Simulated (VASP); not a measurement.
## Ti: single point with RPBE

The system is Ti.

```
CELL_PARAMETERS angstrom
-1.64100 1.64100 1.64100
1.64100 -1.64100 1.64100
1.64100 1.64100 -1.64100
ATOMIC_POSITIONS crystal
Ti 0.00000 0.00000 0.00000
```

| Quantity | Value |
| --- | --- |
| Program | VASP 6.6.1 |
| Task | single point |
| Functional | RPBE |
| Potentials or basis | VASP PAW PBE potentials, release 64 (Ti_sv) |
| Cutoff | 520 eV |
| k mesh | 11 × 11 × 11 |
| Occupations | fermi-dirac, width 0.05 eV |
| Spin | no spin polarisation |
| Dipole correction | no |
| Further INCAR settings | ALGO = Normal; EDIFF = 1e-06; NBANDS = 12 |

- Pressure: 0.4 GPa
- Band gap on the k mesh: zero (band 6 reaches 9.02 eV, above the bottom of band 7 at 7.44 eV)

Levels at points of the mesh, in eV from the Fermi level:
| k point | band 3 | band 4 | band 5 | band 6 | band 7 | band 8 | band 9 | band 10 |
| --- | --- | --- | --- | --- | --- | --- | --- | --- |
| (0.00, 0.00, 0.00) | -32.51 | -32.51 | -5.93 | 0.99 | 0.99 | 0.99 | 2.70 | 2.70 |

It took 6 s on 1 thread of Intel(R) Xeon(R) 6975P-C (Granite Rapids), with other jobs on the host, peak memory 0.13 GiB.

Caveat: the PAW data sets were made with another functional, which shifts forces and pressure a little.
